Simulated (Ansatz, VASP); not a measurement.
**Two plane-wave programs on ZrWN2**

```
Zr W N
1.0
     1.58995    0.91796    5.05589
    -1.58995    0.91796    5.05589
     0.00000   -1.83592    5.05589
Zr W N
1 1 2
Direct
  0.50000 0.50000 0.50000
  0.00000 0.00000 0.00000
  0.74624 0.74624 0.74624
  0.25376 0.25376 0.25376
```

Alike in both runs: functional PBE; k mesh 6 × 6 × 6; occupations gaussian, width 0.1 eV; no spin polarisation.

Ansatz relaxed the structure, and its values are those at the end. VASP's run is a single point on that final structure, the one shown.

```csv
,VASP,Ansatz
version,VASP 6.6.1,Ansatz 0.2.0
potentials or method,"VASP PAW PBE potentials, release 64 (Zr_sv, W_sv, N), cutoff 520 eV","scalar-relativistic, plane waves, PAW"
valence electrons in the cell,36,36
```

Ansatz gave:

```
gap on the k mesh at the Fermi level (eV) : none
pressure (GPa)                            : 0.1
rms of the force components (eV/Å)        : 0.001
```

Problem. Which values does VASP return?

Solution. gap on the k mesh at the Fermi level (eV): none; pressure (GPa): 0.7; rms of the force components (eV/Å): 0.015.

A gap of «none» marks a metal or a gap that the smearing closes.

The k mesh is coarse, so the values compare programs but aren't converged. Neither program's run includes spin-orbit coupling.
